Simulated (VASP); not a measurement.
# TiN (de600) (Fm-3m) in VASP: further runs, part 2 of 2

VASP 6.6.1.

### 4 Single point, LDA

Input file INCAR:

```
SYSTEM = TiN
ALGO = Normal
EDIFF = 1E-7
ENCUT = 520
GGA = CA
ISIF = 2
ISMEAR = 0
LASPH = .TRUE.
LCHARG = .FALSE.
LREAL = .FALSE.
LWAVE = .FALSE.
NBANDS = 16
NELM = 80
PREC = Accurate
SIGMA = 0.1
```

Input file KPOINTS:

```
k-points
0
G
  14 14 14
  0 0 0
```

Input file POSCAR:

```
TiN
1.0
    0.0000000000      2.0859707932      2.0859707932
    2.0859707932      0.0000000000      2.0859707932
    2.0859707932      2.0859707932      0.0000000000
Ti N
1 1
Direct
    0.0000000000      0.0000000000      0.0000000000
    0.5000000000      0.5000000000      0.5000000000
```

Potentials or basis: VASP PAW LDA potentials, release 64 (Ti_sv, N).

Command:

```sh
> cat potpaw_LDA.64/Ti_sv/POTCAR potpaw_LDA.64/N/POTCAR > POTCAR
> mpirun -np 1 vasp_std > vasp.out
```

OUTCAR:

```text
SYSTEM = TiN
   EDIFF = 1E-7
   ENCUT = 520
   GGA = CA
   ISIF = 2
   ISMEAR = 0
   LASPH = .TRUE.
   LREAL = .FALSE.
   NELM = 80
   PREC = Accurate

 ion  position               nearest neighbor table
   1  0.000  0.000  0.000-   2 2.09   2 2.09   2 2.09   2 2.09   2 2.09   2 2.09
   2  0.500  0.500  0.500-   1 2.09   1 2.09   1 2.09   1 2.09   1 2.09   1 2.09

  LATTYP: Found a face centered cubic cell.
 ALAT       =     4.1719415864

  Lattice vectors:

 A1 = (   0.0000000000,   2.0859707932,   2.0859707932)
 A2 = (   2.0859707932,   0.0000000000,   2.0859707932)
 A3 = (   2.0859707932,   2.0859707932,   0.0000000000)

Analysis of symmetry for initial positions (statically):
=====================================================================
 Subroutine PRICEL returns:
 Original cell was already a primitive cell.

 Routine SETGRP: Setting up the symmetry group for a
 face centered cubic supercell.

 Subroutine GETGRP returns: Found 48 space group operations
[... 9 lines left out ...]

 Routine SETGRP: Setting up the symmetry group for a
 face centered cubic supercell.

 Subroutine GETGRP returns: Found 48 space group operations
[... 11 lines left out ...]
                                     Primitive cell

  volume of cell :      18.1533

  direct lattice vectors                    reciprocal lattice vectors
     0.000000000  2.085970793  2.085970793    -0.239696549  0.239696549  0.239696549
     2.085970793  0.000000000  2.085970793     0.239696549 -0.239696549  0.239696549
     2.085970793  2.085970793  0.000000000     0.239696549  0.239696549 -0.239696549

  length of vectors
     2.950008186  2.950008186  2.950008186     0.415166601  0.415166601  0.415166601

  position of ions in fractional coordinates (direct lattice)
     0.000000000  0.000000000  0.000000000
     0.500000000  0.500000000  0.500000000

  ion indices of the primitive-cell ions
   primitive index   ion index
                 1           1
                 2           2

----------------------------------------------------------------------------------------
[... 89 lines left out ...]
     AMIX     =   0.40;   BMIX     =  1.00
     AMIX_MAG =   1.60;   BMIX_MAG =  1.00
  volume/ion in A,a.u.               =       9.08        61.25
  Fermi-wavevector in a.u.,A,eV,Ry     =   1.601670  3.026717 34.903642  2.565345
  Thomas-Fermi vector in A             =   2.698611
   LORBIT       =      0    0 simple, 1 ext, 2 COOP (PROOUT), +10 PAW based schemes
   GGA     = CA    functional components
   LHFCALC =     F    Hartree Fock is set to
   AEXX    =    0.0000 exact exchange contribution
   IVDW    =     0    specifies the selected vdW correction
   LEPSILON=     F    determine dielectric tensor
   LRPA    =     F    only Hartree local field effects (RPA)
 non-spin polarized calculation
 Gauss-broadening in eV      SIGMA  =   0.10
  energy-cutoff  :      520.00
  volume of cell :       18.15
 maximum number of plane-waves:       531
 NGX is ok and might be reduce to    24
   NGX = 11   NGY = 11   NGZ = 11

 number of electron      16.9999996 magnetization

 Free energy of the ion-electron system (eV)
  ---------------------------------------------------
  ext. energy  EPLUGINS =         0.00000000
  ---------------------------------------------------
  free energy    TOTEN  =       -21.67158277 eV

  energy without entropy =      -21.66684611  energy(sigma->0) =      -21.66921444

 E-fermi :  11.8642     XC(G=0): -13.6461

 val. band max:       11.8532022290   @ k =  -0.0714   0.0714   0.0000
 cond. band min:      11.8857438912   @ k =   0.5000   0.2857   0.1429
 fundamental gap:      0.0325416622
 Fermi energy:        11.8642431105

 k-point     1 :       0.0000    0.0000    0.0000
  band No.  band energies     occupation
      1     -45.2111      2.00000
      2     -21.5264      2.00000
      3     -21.5264      2.00000
      4     -21.5264      2.00000
      5      -5.2655      2.00000
      6       9.8071      2.00000
[... 433 lines left out ...]
      3     -21.6166      2.00000
      4     -21.6032      2.00000
      5      -4.0107      2.00000
      6       5.7430      2.00000
[... 8 lines left out ...]
     15      25.5558      0.00000
     16      29.2778      0.00000

 [... further k-points ...]

------------------------ aborting loop because EDIFF is reached ----------------------------------------

  FORCE on cell =-STRESS in cart. coord.  units (eV):
  Direction    XX          YY          ZZ          XY          YZ          ZX
  --------------------------------------------------------------------------------------
  -------------------------------------------------------------------------------------
  Total        0.1170197      0.1170197      0.1170197      0.0000000      0.0000000      0.0000000
  in kB       10.3279674     10.3279674     10.3279674      0.0000000      0.0000000      0.0000000
  external PRESSURE =      10.3279674 kB  Pullay stress =       0.0000000 kB

 VOLUME and BASIS-vectors are now :
 -----------------------------------------------------------------------------
  energy-cutoff  :      520.00
  volume of cell :       18.15
      direct lattice vectors                 reciprocal lattice vectors
     0.000000000  2.085970793  2.085970793    -0.239696549  0.239696549  0.239696549
     2.085970793  0.000000000  2.085970793     0.239696549 -0.239696549  0.239696549
     2.085970793  2.085970793  0.000000000     0.239696549  0.239696549 -0.239696549

 POSITION                                       TOTAL-FORCE (eV/Angst)
 -----------------------------------------------------------------------------------
      0.00000      0.00000      0.00000         0.000000     -0.000000     -0.000000
      2.08597      2.08597      2.08597        -0.000000      0.000000      0.000000
 -----------------------------------------------------------------------------------
    total drift:                                0.000000     -0.000000     -0.000000

  FREE ENERGIE OF THE ION-ELECTRON SYSTEM (eV)
  ---------------------------------------------------
  free  energy   TOTEN  =       -21.6715827689 eV

  energy  without entropy=      -21.6668461113  energy(sigma->0) =      -21.66921444
```

stdout:

```text
POSCAR found type information on POSCAR TiN
 POSCAR found :  2 types and       2 ions
 scaLAPACK will be used
 LDA part: xc-table for (Slater(with rela. corr.)+CA(PZ))
 , standard interpolation
 POSCAR, INCAR and KPOINTS ok, starting setup
 FFT: planning ... GRIDC
 FFT: planning ... GRID_SOFT
 FFT: planning ... GRID
 WAVECAR not read
 entering main loop
```

It took 80 s on 1 thread of AMD EPYC 7R13, shared host; peak memory 0.12 GiB.

Results:

- Free energy: -21.6716 eV
- Pressure: 1.0 GPa

Levels at points of the mesh, in eV from the Fermi level:
```tsv
k point	band 6	band 7	band 8	band 9	band 10	band 11	band 12	band 13
(0.00, 0.00, 0.00)	-2.06	-2.06	-2.06	-0.69	-0.69	-0.69	0.60	0.60
(0.50, 0.00, 0.00)	-8.37	-5.74	-5.74	1.82	1.82	2.56	6.15	6.15
(0.50, 0.50, 0.00)	-5.87	-3.32	-3.25	-3.25	1.76	2.59	2.59	4.06
```

### 5 Single point, LDA

Input file INCAR:

```
PREC = Accurate
ENCUT = 520
EDIFF = 1E-6
ISMEAR = -1
SIGMA = 0.15
LREAL = False
LASPH = True
NELM = 100
ALGO = Normal
ISIF = 2
LWAVE = False
LCHARG = True
LELF = True
LVHAR = True
NBANDS = 16
```

Input file KPOINTS:

```
regular mesh
0
Gamma
  16 16 16
```

Input file POSCAR:

```
TiN
1.0
    0.0000000000      2.0866352001      2.0866352001
    2.0866352001      0.0000000000      2.0866352001
    2.0866352001      2.0866352001      0.0000000000
Ti N
1 1
Direct
    0.0000000000      0.0000000000      0.0000000000
    0.5000000000      0.5000000000      0.5000000000
```

Command:

```sh
> cat potpaw_LDA.64/Ti_sv/POTCAR potpaw_LDA.64/N/POTCAR > POTCAR
> mpirun -np 1 vasp_std > vasp.out
```

Run time: 92 s. Hardware: 1 thread of AMD EPYC 7R13, shared host; peak memory 0.13 GiB.

Results (log left out):

| Quantity | Value |
| --- | --- |
| Free energy | -21.7016 eV |
| Pressure | 1.0 GPa |

Levels at points of the mesh, in eV from the Fermi level:
```
           k point  band 6  band 7  band 8  band 9  band 10  band 11
(0.00, 0.00, 0.00)   -2.04   -2.04   -2.04   -0.66    -0.66    -0.66
(0.50, 0.00, 0.00)   -8.34   -5.71   -5.71    1.85     1.85     2.58
(0.50, 0.50, 0.00)   -5.85   -3.30   -3.23   -3.23     1.78     2.61
```

### 6 Relaxation of cell and atoms, LDA

Input file INCAR:

```
SYSTEM = TiN
  PREC = Accurate
  ENCUT = 600
  EDIFF = 1E-6
  ISMEAR = 0
  SIGMA = 0.1
  LREAL = .False.
  LASPH = .True.
  NELM = 60
  ALGO = Normal
  ISIF = 3
  LWAVE = .False.
  LCHARG = .False.
  GGA = CA
  IBRION = 2
  NSW = 100
  EDIFFG = -0.002
```

Input file KPOINTS:

```
regular mesh
0
Gamma
  14 14 14
  0 0 0
```

Input file POSCAR:

```
TiN
1.0
    0.0000000000      2.0858820416      2.0858820416
    2.0858820416      0.0000000000      2.0858820416
    2.0858820416      2.0858820416      0.0000000000
Ti N
1 1
Direct
    0.0000000000      0.0000000000      0.0000000000
    0.5000000000      0.5000000000      0.5000000000
```

Potentials or basis: VASP PAW LDA potentials, release 64 (Ti_sv, N).

Command:

```sh
> cat potpaw_LDA.64/Ti_sv/POTCAR potpaw_LDA.64/N/POTCAR > POTCAR
> mpirun -np 1 vasp_std > vasp.out
```

Wall time 93 s (1 thread of AMD EPYC 7R13, shared host); peak memory 0.13 GiB.

The run converged. Its results:

- Free energy: -21.6717 eV
- Relaxed volume: 9.10 Å³/atom
- Relaxed cell: a = 2.953 Å, b = 2.953 Å, c = 2.953 Å, α = 60.00°, β = 60.00°, γ = 60.00°
- Space group after relaxing (to 0.05 Å): Fm-3m (No. 225)
- Energy gained by relaxing: 0.1 meV/atom
- Ionic steps: 3
- Pressure after relaxing: 0.0 GPa

The path:
```csv
step,energy change (eV),largest force (eV/Å),pressure (GPa),volume (Å³)
1,0.0000,0.0000,0.98,18.15
2,0.0002,0.0000,-1.47,18.30
3,-0.0002,0.0000,-0.03,18.21
```

Final structure:
```
Ti N
1.0
     0.00000    2.08806    2.08806
     2.08806    0.00000    2.08806
     2.08806    2.08806    0.00000
Ti N
1 1
Cartesian
  0.0000 0.0000 0.0000
  2.0881 2.0881 2.0881
```

Levels at points of the mesh, in eV from the Fermi level:
```
           k point  band 6  band 7  band 8  band 9  band 10  band 11  band 12
(0.00, 0.00, 0.00)   -2.05   -2.05   -2.05   -0.69    -0.69    -0.69     0.60
(0.50, 0.00, 0.00)   -8.35   -5.72   -5.72    1.81     1.81     2.55     6.13
(0.50, 0.50, 0.00)   -5.87   -3.31   -3.24   -3.24     1.75     2.58     2.58
```

### 7 Overview

```csv
task,cell,k mesh,cutoff (eV),smearing,gap on the mesh (eV),pressure (GPa)
single point,"a = 2.950 Å, angles 60.0°, 2 atoms",8 × 8 × 8,520,gaussian 0.1 eV,none,1.2
single point,"a = 2.999 Å, angles 60.0°, 2 atoms",8 × 8 × 8,520,gaussian 0.1 eV,none,-13.2
single point,"a = 2.950 Å, angles 60.0°, 2 atoms",14 × 14 × 14,520,gaussian 0.1 eV,none,1.0
single point,"a = 2.951 Å, angles 60.0°, 2 atoms",16 × 16 × 16,520,fermi-dirac 0.15 eV,none,1.0
relaxation of cell and atoms,"relaxed from a = 2.950 Å, angles 60.0°, 2 atoms",14 × 14 × 14,600,gaussian 0.1 eV,none,0.0
```

Alike in all rows: level LDA; potentials or basis VASP PAW LDA potentials, release 64 (Ti_sv, N); no spin polarisation.

Every run on the cell as given and a fine mesh finds a metal.

Absolute energies hang on the potentials; compare differences alone.
